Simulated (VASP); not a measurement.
# NbAl2N3 (P-3m1) in VASP: further runs

NbAl2N3 is run at these levels: PBE; tasks: single point, relaxation of cell and atoms.

All numbers are computed with VASP 6.6.1; they aren't measurements. Logs are shortened: lines on timing, memory, paths and dates and some standing lists are left out, and cuts for length are marked.

### 1 The cell of the first run

The structure is trigonal, space group P-3m1 (No. 164). The conventional cell has a = 3.082 Å, b = 3.082 Å, c = 8.187 Å, α = 90.00°, β = 90.00°, γ = 120.00°. Within 2.4 Å of Al (site symmetry 3m) lie 4 N at 1.79 to 2.08 Å. Nb (site symmetry -3m) has 6 N at 2.16 Å within 2.9 Å. N (site symmetry 3m) has 1 Al at 1.79 Å and 3 Nb at 2.16 Å within 2.4 Å. N (site symmetry -3m) has 6 Al at 2.08 Å within 2.8 Å.

### 2 Single point, PBE

INCAR reads:

```
PREC = Accurate
ENCUT = 520
EDIFF = 1E-6
ISMEAR = 0
SIGMA = 0.15
LREAL = False
LASPH = True
NELM = 100
ALGO = Normal
ISIF = 2
LWAVE = False
LCHARG = True
GGA = PE
LELF = True
LVHAR = True
NBANDS = 26
```

KPOINTS reads:

```
Automatic mesh
0
Gamma
  4 4 2
```

POSCAR reads:

```
NbAl2N3
1.0
    3.0818569290      0.0000000000      0.0000000000
   -1.5409284645      2.6689663914      0.0000000000
    0.0000000000      0.0000000000      8.1874381195
Al Nb N
2 1 3
Direct
    0.3333333333      0.6666666667      0.3679171240
    0.6666666667      0.3333333333      0.6320828760
    0.0000000000      0.0000000000      0.0000000000
    0.3333333333      0.6666666667      0.1498404353
    0.6666666667      0.3333333333      0.8501595647
    0.0000000000      0.0000000000      0.5000000000
```

Potentials or basis: VASP PAW PBE potentials, release 64 (Al, Nb_sv, N).

Started as:

```
> cat potpaw_PBE.64/Al/POTCAR potpaw_PBE.64/Nb_sv/POTCAR potpaw_PBE.64/N/POTCAR > POTCAR
> mpirun -np 1 vasp_std > vasp.out
```

OUTCAR:

```text
PREC = Accurate
   ENCUT = 520
   EDIFF = 1E-6
   ISMEAR = 0
   LREAL = False
   LASPH = True
   NELM = 100
   ISIF = 2
   GGA = PE

 ion  position               nearest neighbor table
   1  0.333  0.667  0.368-   4 1.79   6 2.08   6 2.08   6 2.08   2 2.80   2 2.80   2 2.80
   2  0.667  0.333  0.632-   5 1.79   6 2.08   6 2.08   6 2.08   1 2.80   1 2.80   1 2.80
   3  0.000  0.000  0.000-   4 2.16   5 2.16   5 2.16   4 2.16   5 2.16   4 2.16
   4  0.333  0.667  0.150-   1 1.79   3 2.16   3 2.16   3 2.16
   5  0.667  0.333  0.850-   2 1.79   3 2.16   3 2.16   3 2.16
   6  0.000  0.000  0.500-   1 2.08   2 2.08   2 2.08   1 2.08   2 2.08   1 2.08

  LATTYP: Found a hexagonal cell.
 ALAT       =     3.0818569290
 C/A-ratio  =     2.6566574335

  Lattice vectors:

 A1 = (   3.0818569290,   0.0000000000,   0.0000000000)
 A2 = (  -1.5409284645,   2.6689663914,   0.0000000000)
 A3 = (   0.0000000000,   0.0000000000,   8.1874381195)

Analysis of symmetry for initial positions (statically):
=====================================================================
 Subroutine PRICEL returns:
 Original cell was already a primitive cell.

 Routine SETGRP: Setting up the symmetry group for a
 hexagonal supercell.

 Subroutine GETGRP returns: Found 12 space group operations
 (whereof 12 operations were pure point group operations)
 out of a pool of 24 trial point group operations.

The static configuration has the point symmetry D_3d.

Analysis of symmetry for dynamics (positions and initial velocities):
=====================================================================
 Subroutine PRICEL returns:
 Original cell was already a primitive cell.

 Routine SETGRP: Setting up the symmetry group for a
 hexagonal supercell.

 Subroutine GETGRP returns: Found 12 space group operations
 (whereof 12 operations were pure point group operations)
 out of a pool of 24 trial point group operations.

The dynamic configuration has the point symmetry D_3d.

 Subroutine INISYM returns: Found 12 space group operations
 (whereof 12 operations are pure point group operations),
 and found     1 'primitive' translations

----------------------------------------------------------------------------------------

                                     Primitive cell

  volume of cell :      67.3447

  direct lattice vectors                    reciprocal lattice vectors
     3.081856929  0.000000000  0.000000000     0.324479696  0.187338440  0.000000000
    -1.540928465  2.668966391  0.000000000     0.000000000  0.374676880  0.000000000
     0.000000000  0.000000000  8.187438119     0.000000000  0.000000000  0.122138328

  length of vectors
     3.081856929  3.081856929  8.187438119     0.374676880  0.374676880  0.122138328

  position of ions in fractional coordinates (direct lattice)
     0.333333333  0.666666667  0.367917124
     0.666666667  0.333333333  0.632082876
     0.000000000  0.000000000  0.000000000
     0.333333333  0.666666667  0.149840435
     0.666666667  0.333333333  0.850159565
     0.000000000  0.000000000  0.500000000

  ion indices of the primitive-cell ions
   primitive index   ion index
                 1           1
                 2           2
                 3           3
                 4           4
                 5           5
                 6           6

----------------------------------------------------------------------------------------

 KPOINTS: Automatic mesh

Automatic generation of k-mesh.
 Grid dimensions read from file:
 generate k-points for:    4    4    2

 Generating k-lattice:

  Cartesian coordinates                     Fractional coordinates (reciprocal lattice)
     0.081119924  0.046834610  0.000000000     0.250000000  0.000000000  0.000000000
     0.000000000  0.093669220  0.000000000     0.000000000  0.250000000  0.000000000
     0.000000000  0.000000000  0.061069164     0.000000000  0.000000000  0.500000000

  Length of vectors
     0.093669220  0.093669220  0.061069164

  Shift w.r.t. Gamma in fractional coordinates (k-lattice)
     0.000000000  0.000000000  0.000000000

 Subroutine IBZKPT returns following result:
 ===========================================

 Found      8 irreducible k-points:

 Following reciprocal coordinates:
            Coordinates               Weight
  0.000000  0.000000  0.000000      1.000000
  0.250000 -0.000000  0.000000      6.000000
  0.500000 -0.000000  0.000000      3.000000
  0.250000  0.250000  0.000000      6.000000
  0.000000  0.000000  0.500000      1.000000
  0.250000 -0.000000  0.500000      6.000000
  0.500000 -0.000000  0.500000      3.000000
  0.250000  0.250000  0.500000      6.000000
   k-points           NKPTS =      8   k-points in BZ     NKDIM =      8   number of bands    NBANDS=     26
   number of dos      NEDOS =    301   number of ions     NIONS =      6
   total plane-waves  NPLWV =  36864
   dimension x,y,z NGX =    24 NGY =   24 NGZ =   64
   dimension x,y,z NGXF=    48 NGYF=   48 NGZF=  128
   ions per type =               2   1   3
   NGX,Y,Z   is equivalent  to a cutoff of  12.95, 12.95, 13.00 a.u.
   NGXF,Y,Z  is equivalent  to a cutoff of  25.89, 25.89, 25.99 a.u.
 SYSTEM =  unknown system
   PREC   = accura    normal or accurate (medium, high low for compatibility)
   ISTART =      0    job   : 0-new  1-cont  2-samecut
   ICHARG =      2    charge: 1-file 2-atom 10-const
   ISPIN  =      1    spin polarized calculation?
   LNONCOLLINEAR =      F non collinear calculations
   LSORBIT =      F    spin-orbit coupling
   LASPH  =      T    aspherical Exc in radial PAW
   ENCUT  =  520.0 eV  38.22 Ry    6.18 a.u.   5.73  5.73 15.22*2*pi/ulx,y,z
   NELM   =    100;   NELMIN=  2; NELMDL= -5     # of ELM steps
   EDIFF  = 0.1E-05   stopping-criterion for ELM
   LREAL  =      F    real-space projection
   EDIFFG = 0.1E-04   stopping-criterion for IOM
   NSW    =      0    number of steps for IOM
   IBRION =     -1    ionic relax: 0-MD 1-quasi-New 2-CG
   NFREE  =      0    steps in history (QN), initial steepest desc. (CG)
   ISIF   =      2    stress and relaxation
   ISYM   =      2    0-nonsym 1-usesym 2-fastsym
   POTIM  = 0.5000    time-step for ionic-motion
   TEBEG  =    0.0;   TEEND  =   0.0 temperature during run
   PSTRESS=    0.0 pullay stress
   NELECT =      34.0000    total number of electrons
   NUPDOWN=      -1.0000    fix difference up-down
   EMIN   =  10.00;   EMAX   =-10.00  energy-range for DOS
   EFERMI =   0.00;   METHOD = LEGACY
   ISMEAR =     0;   SIGMA  =   0.15  broadening in eV -4-tet -1-fermi 0-gaus
   EFERMI_NEDOS =   21; number of points for ismear=-14 and -15
   IALGO  =     38    algorithm
   IMIX   =      4    mixing-type and parameters
     AMIX     =   0.40;   BMIX     =  1.00
     AMIX_MAG =   1.60;   BMIX_MAG =  1.00
  volume/ion in A,a.u.               =      11.22        75.74
  Fermi-wavevector in a.u.,A,eV,Ry     =   1.303567  2.463384 23.120193  1.699286
  Thomas-Fermi vector in A             =   2.434560
   LORBIT       =      0    0 simple, 1 ext, 2 COOP (PROOUT), +10 PAW based schemes
   GGA     = PE    functional components
   LHFCALC =     F    Hartree Fock is set to
   AEXX    =    0.0000 exact exchange contribution
   IVDW    =     0    specifies the selected vdW correction
   LEPSILON=     F    determine dielectric tensor
   LRPA    =     F    only Hartree local field effects (RPA)
 non-spin polarized calculation
 Gauss-broadening in eV      SIGMA  =   0.15
  energy-cutoff  :      520.00
  volume of cell :       67.34
 maximum number of plane-waves:      1836
 NGX is ok and might be reduce to    24
   NGX = 11   NGY = 11   NGZ = 31

 number of electron      33.9999996 magnetization

 Free energy of the ion-electron system (eV)
  ---------------------------------------------------
  ext. energy  EPLUGINS =         0.00000000
  ---------------------------------------------------
  free energy    TOTEN  =       -46.52777460 eV

  energy without entropy =      -46.51465575  energy(sigma->0) =      -46.52121518

 E-fermi :  10.0431     XC(G=0): -11.5067

 val. band max:        9.8982611232   @ k =   0.2500   0.2500   0.0000
 cond. band min:      10.1868533332   @ k =   0.2500  -0.0000   0.0000
 fundamental gap:      0.2885922100
 Fermi energy:        10.0430612308

 k-point     1 :       0.0000    0.0000    0.0000
  band No.  band energies     occupation
      1     -46.0568      2.00000
      2     -22.1721      2.00000
      3     -21.7701      2.00000
      4     -21.7701      2.00000
      5      -9.1037      2.00000
      6      -6.1119      2.00000
[... 18 lines left out ...]
     25      16.2443      0.00000
     26      16.2443      0.00000

 k-point     2 :       0.2500   -0.0000    0.0000
  band No.  band energies     occupation
      1     -46.0086      2.00000
      2     -22.1936      2.00000
      3     -22.0798      2.00000
      4     -21.8599      2.00000
      5      -8.3620      2.00000
      6      -5.4079      2.00000
[... 18 lines left out ...]
     25      15.2682      0.00000
     26      16.9316      0.00000

 k-point     3 :       0.5000   -0.0000    0.0000
  band No.  band energies     occupation
      1     -45.9599      2.00000
      2     -22.5887      2.00000
      3     -21.9878      2.00000
      4     -21.9479      2.00000
      5      -7.3232      2.00000
      6      -5.3397      2.00000
[... 18 lines left out ...]
     25      15.3676      0.00000
     26      16.8512      0.00000

 k-point     4 :       0.2500    0.2500    0.0000
  band No.  band energies     occupation
      1     -45.9599      2.00000
      2     -22.4339      2.00000
      3     -22.1168      2.00000
      4     -21.9877      2.00000
      5      -7.3669      2.00000
      6      -5.0014      2.00000
[... 18 lines left out ...]
     25      15.4618      0.00000
     26      15.7762      0.00000

 k-point     5 :       0.0000    0.0000    0.5000
  band No.  band energies     occupation
      1     -46.0568      2.00000
      2     -22.1721      2.00000
      3     -21.7701      2.00000
      4     -21.7701      2.00000
      5      -9.0916      2.00000
      6      -6.2496      2.00000
[... 18 lines left out ...]
     25      15.9995      0.00000
     26      15.9995      0.00000

 k-point     6 :       0.2500   -0.0000    0.5000
  band No.  band energies     occupation
      1     -46.0086      2.00000
      2     -22.1936      2.00000
      3     -22.0798      2.00000
      4     -21.8598      2.00000
      5      -8.3571      2.00000
      6      -5.4909      2.00000
[... 18 lines left out ...]
     25      16.1195      0.00000
     26      16.5796      0.00000

 k-point     7 :       0.5000   -0.0000    0.5000
  band No.  band energies     occupation
      1     -45.9599      2.00000
      2     -22.5888      2.00000
      3     -21.9878      2.00000
      4     -21.9479      2.00000
      5      -7.3207      2.00000
      6      -5.3672      2.00000
[... 18 lines left out ...]
     25      15.3552      0.00000
     26      16.9360      0.00000

 k-point     8 :       0.2500    0.2500    0.5000
  band No.  band energies     occupation
      1     -45.9599      2.00000
      2     -22.4339      2.00000
      3     -22.1168      2.00000
      4     -21.9877      2.00000
      5      -7.3666      2.00000
      6      -4.9869      2.00000
[... 18 lines left out ...]
     25      15.6082      0.00000
     26      16.7313      0.00000

------------------------ aborting loop because EDIFF is reached ----------------------------------------

  FORCE on cell =-STRESS in cart. coord.  units (eV):
  Direction    XX          YY          ZZ          XY          YZ          ZX
  --------------------------------------------------------------------------------------
  -------------------------------------------------------------------------------------
  Total       -0.1767162     -0.1767162     -0.0344315     -0.0000000      0.0000000      0.0000000
  in kB       -4.2042000     -4.2042000     -0.8191500     -0.0000000      0.0000000      0.0000000
  external PRESSURE =      -3.0758500 kB  Pullay stress =       0.0000000 kB

 VOLUME and BASIS-vectors are now :
 -----------------------------------------------------------------------------
  energy-cutoff  :      520.00
  volume of cell :       67.34
      direct lattice vectors                 reciprocal lattice vectors
     3.081856929  0.000000000  0.000000000     0.324479696  0.187338440  0.000000000
    -1.540928465  2.668966391  0.000000000     0.000000000  0.374676880  0.000000000
     0.000000000  0.000000000  8.187438119     0.000000000  0.000000000  0.122138328

 POSITION                                       TOTAL-FORCE (eV/Angst)
 -----------------------------------------------------------------------------------
     -0.00000      1.77931      3.01230        -0.000000      0.000000      0.009480
      1.54093      0.88966      5.17514         0.000000     -0.000000     -0.009480
      0.00000      0.00000      0.00000        -0.000000      0.000000      0.000000
     -0.00000      1.77931      1.22681         0.000000     -0.000000     -0.058772
      1.54093      0.88966      6.96063        -0.000000      0.000000      0.058772
      0.00000      0.00000      4.09372        -0.000000      0.000000      0.000000
 -----------------------------------------------------------------------------------
    total drift:                                0.000000      0.000000     -0.000000

  FREE ENERGIE OF THE ION-ELECTRON SYSTEM (eV)
  ---------------------------------------------------
  free  energy   TOTEN  =       -46.5277745988 eV

  energy  without entropy=      -46.5146557519  energy(sigma->0) =      -46.52121518
```

It took 18 s on 1 thread of AMD EPYC 7R43 (Zen 3), shared host; peak memory 0.15 GiB.

Results:

```
Free energy            : -46.5278 eV
Pressure               : -0.3 GPa
Largest force          : 0.059 eV/Å
Band gap on the k mesh : zero (band 17 reaches 10.37 eV, above the bottom of band 18 at 9.74 eV)
```

Forces in eV/Å, atoms in the order of the input:
```
Al   0.000  0.000  0.009
Al   0.000  0.000 -0.009
Nb   0.000  0.000  0.000
N    0.000  0.000 -0.059
N    0.000  0.000  0.059
N    0.000  0.000  0.000
```

Caveat: the k points lie up to 0.59 Å⁻¹ apart.

(Continued in part 2 of 3.)
